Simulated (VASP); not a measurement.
Zr3Al2Si2:

```
Zr Al Si
1.0
     0.00000    5.75330   -5.09749
     0.00000   -5.75330   -5.09749
    -7.71570    0.00000    0.00000
Zr Al Si
9 6 6
Direct
  0.85305 0.85221 0.49534
  0.18531 0.52150 0.00192
  0.51796 0.19261 0.99751
  0.85471 0.85707 0.99854
  0.47724 0.81091 0.25020
  0.14427 0.14652 0.24972
  0.47735 0.81650 0.75207
  0.81287 0.48304 0.75019
  0.14840 0.14359 0.74896
  0.91468 0.23916 0.50088
  0.24512 0.91248 0.50254
  0.57954 0.57996 0.50174
  0.91263 0.23980 0.00067
  0.24288 0.90810 0.00005
  0.57650 0.58082 0.00208
  0.75701 0.08727 0.25085
  0.08906 0.75645 0.24767
  0.42209 0.42221 0.24659
  0.75638 0.08604 0.75413
  0.08625 0.75301 0.74774
  0.42106 0.42383 0.75093
```

- Program: VASP 6.6.1
- Task: relaxation of cell and atoms
- Functional: PBE
- Potentials or basis: VASP PAW PBE potentials, release 64 (Zr_sv, Al, Si)
- Cutoff: 600 eV
- k mesh: 2 × 2 × 2, shifted
- Occupations: gaussian, width 0.1 eV
- Spin: no spin polarisation

At the start: pressure -0.3 GPa; volume 21.55 Å³/atom.

How do energy, volume and symmetry change on relaxing?

Over 32 steps the energy falls by 50.6 meV/atom and the volume is 20.87 Å³/atom (-3.2 %); space group P1 (No. 1, to 0.05 Å).

Step by step:
| step | energy change (eV) | largest force (eV/Å) | pressure (GPa) | volume (Å³) |
| --- | --- | --- | --- | --- |
| 1 | 0.0000 | 0.9982 | -0.32 | 452.56 |
| 2 | -0.2624 | 0.7949 | 0.15 | 449.74 |
| 3 | -0.3382 | 0.7545 | 0.72 | 447.09 |
| 4 | -0.5073 | 0.5381 | -0.67 | 452.37 |
| 5 | -0.5324 | 0.4909 | -1.40 | 455.40 |
| 6 | -0.6662 | 0.4709 | -0.10 | 448.31 |
| 7 | -0.6983 | 0.4993 | 1.07 | 442.48 |
| 8 | -0.8121 | 0.3738 | 0.49 | 443.53 |
| 9 | -0.8591 | 0.5643 | -0.11 | 444.74 |
| 10 | -0.9237 | 0.2553 | -0.23 | 444.23 |
| 11 | -0.9466 | 0.3203 | -0.31 | 443.70 |
| 12 | -0.9742 | 0.2281 | 0.30 | 440.32 |
| 13 | -0.9780 | 0.2261 | 0.64 | 438.51 |
| 14 | -0.9980 | 0.1972 | 0.12 | 440.21 |
| 15 | -1.0017 | 0.2013 | -0.23 | 441.35 |
| 16 | -1.0129 | 0.1267 | -0.10 | 440.58 |
| 17 | -1.0187 | 0.1304 | 0.07 | 439.51 |
| 18 | -1.0276 | 0.0934 | 0.04 | 439.54 |
| 19 | -1.0316 | 0.1278 | 0.01 | 439.58 |
| 20 | -1.0385 | 0.0925 | -0.02 | 439.66 |
| 21 | -1.0411 | 0.1145 | -0.05 | 439.74 |
| 22 | -1.0469 | 0.0837 | 0.06 | 439.09 |
| 23 | -1.0483 | 0.0844 | 0.16 | 438.47 |
| 24 | -1.0516 | 0.0817 | 0.00 | 438.98 |
| 25 | -1.0531 | 0.0948 | -0.19 | 439.60 |
| 26 | -1.0567 | 0.0762 | 0.03 | 438.56 |
| 27 | -1.0571 | 0.0819 | 0.13 | 438.06 |
| 28 | -1.0592 | 0.0761 | 0.01 | 438.47 |
| 29 | -1.0599 | 0.0700 | -0.10 | 438.83 |
| 30 | -1.0616 | 0.0464 | 0.02 | 438.15 |
| 31 | -1.0619 | 0.0459 | 0.08 | 437.82 |
| 32 | -1.0628 | 0.0368 | -0.04 | 438.22 |

Final structure:
```
Zr Al Si
1.0
    -0.04928    5.64758   -5.10090
    -0.01766   -5.62802   -5.07973
    -7.63544    0.02164   -0.05037
Zr Al Si
9 6 6
Cartesian
  -3.8966 -0.0215 -8.8131
  -7.5883 -1.8031 -3.7249
  -0.0287 1.8832 -3.4682
  -7.6857 0.0309 -8.8036
  -1.8933 -1.8234 -6.4889
  -1.8703 0.0044 -1.3963
  -5.8406 -1.6091 -6.6001
  -5.7736 1.8771 -6.6927
  -5.7755 -0.2264 -1.4811
  -3.5881 3.3652 -5.9767
  -3.9146 -3.7046 -6.1104
  -3.5838 0.4632 -5.8869
  -0.2755 3.4445 -5.9065
  -7.5721 -3.7401 -5.8787
  -0.3218 0.3814 -5.8764
  -1.9612 3.7592 -4.1373
  -1.9649 -3.6933 -4.3495
  -2.0350 -0.2175 -4.1218
  -5.7729 3.6905 -4.3931
  -5.6546 -3.6645 -4.3370
  -5.7936 0.1351 -4.4547
```

Caveat: the k points lie up to 0.42 Å⁻¹ apart in the final cell.
